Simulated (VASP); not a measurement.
Runs of VASP 6.6.1 on Be3CdSe. The structure is that of space group Pm-3m (No. 221), or close to it. The cells are those of the table. 

```csv
task,cell,k mesh,cutoff (eV),gap on the mesh (eV),pressure (GPa),relaxed volume (Å³/atom)
single point,"a = 4.407 Å, 5 atoms",4 × 4 × 4,520,none,0.2,-
relaxation of cell and atoms,"relaxed from a = 3.913 Å, 5 atoms",4 × 4 × 4,600,none,0.2,17.14
relaxation of cell and atoms,"relaxed from a = 4.407 Å, 5 atoms",8 × 8 × 8,600,none,0.0,17.08
single point,"a = 3.913 Å, 5 atoms",4 × 4 × 4,520,none,(a),-
single point,"a = 4.400 Å, 5 atoms",8 × 8 × 8,520,none,0.1,-
```

Alike in all rows: level PBE; potentials or basis VASP PAW PBE potentials, release 64 (Be, Cd, Se); no spin polarisation; smearing gaussian 0.1 eV.

Question: Estimate the missing entries.

Answer: (a) 39.6.

Caveats: some runs use coarse meshes; the volume moved by over 15 % at a fixed basis, so the end points are rough (some runs).

A k mesh can miss the band edges, and the runs leave out spin-orbit coupling on Cd, Se.

A gap of «none» marks levels without a gap at the run's occupations.
